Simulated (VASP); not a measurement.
Runs of VASP 6.6.1 on GdN. The structure is that of space group P-6m2 (No. 187), or close to it. The cells are those of the table. The cell was built from a structure type or drawn by symmetry, and may not be a known phase.

| task | cell | k mesh | cutoff (eV) | pressure (GPa) | moment (μB) |
| --- | --- | --- | --- | --- | --- |
| single point | a = 3.398, b = 3.398, c = 3.092 Å, angles 90.0, 90.0, 120.0°, 2 atoms | 6 × 6 × 6 | 520 | 0.1 | 7.00 |
| relaxation of cell and atoms | relaxed from a = 3.398, b = 3.398, c = 3.092 Å, angles 90.0, 90.0, 120.0°, 2 atoms | 6 × 6 × 6 | 600 | 0.0 | 7.00 |
| single point | a = 3.252, b = 3.252, c = 5.170 Å, angles 90.0, 90.0, 120.0°, 2 atoms | 6 × 6 × 4 | 520 | (a) | 7.56 |
| single point | a = 3.398, b = 3.398, c = 3.092 Å, angles 90.0, 90.0, 120.0°, 2 atoms | 6 × 6 × 4 | 520 | 0.0 | 7.00 |

Alike in all rows: level PBE; potentials or basis VASP PAW PBE potentials, release 64 (Gd, N); spin collinear, ferromagnetic start; smearing gaussian 0.1 eV.

Task: Estimate the missing entries.

Result: (a) -12.5.

Caveats: some runs use coarse meshes; a cell with one magnetic atom can't hold antiferromagnetic order, which such compounds often take; the relaxation stopped at its first step, so nothing moved (at least some runs).
